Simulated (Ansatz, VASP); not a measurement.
Eu: VASP beside Ansatz

```
Eu
1.0
    -2.30300    2.30300    2.30300
     2.30300   -2.30300    2.30300
     2.30300    2.30300   -2.30300
Eu
1
Direct
  0.00000 0.00000 0.00000
```

Alike in both runs: task single point; functional PBE; k mesh 7 × 7 × 7; occupations fermi-dirac, width 0.05 eV; collinear spin; fixed moment 5.2 μB.

|  | VASP | Ansatz |
| --- | --- | --- |
| version | VASP 6.6.1 | Ansatz 0.2.0 |
| potentials or method | VASP PAW PBE potentials, release 64 (Eu) | Ansatz PAW |
| plane-wave cutoff (eV) | 520 | 420 |
| valence electrons in the cell | 17 | 17 |

```csv
,VASP,Ansatz,Ansatz less VASP
pressure (GPa),-0.9,-0.7,+0.19
net moment per atom (μB),5.20,5.20,0.000
size of the moment on the site where the two differ most (μB),6.14,5.98,-0.167
```

Site moments also hang on the region over which each program counts them.

Spin-orbit coupling is off throughout.
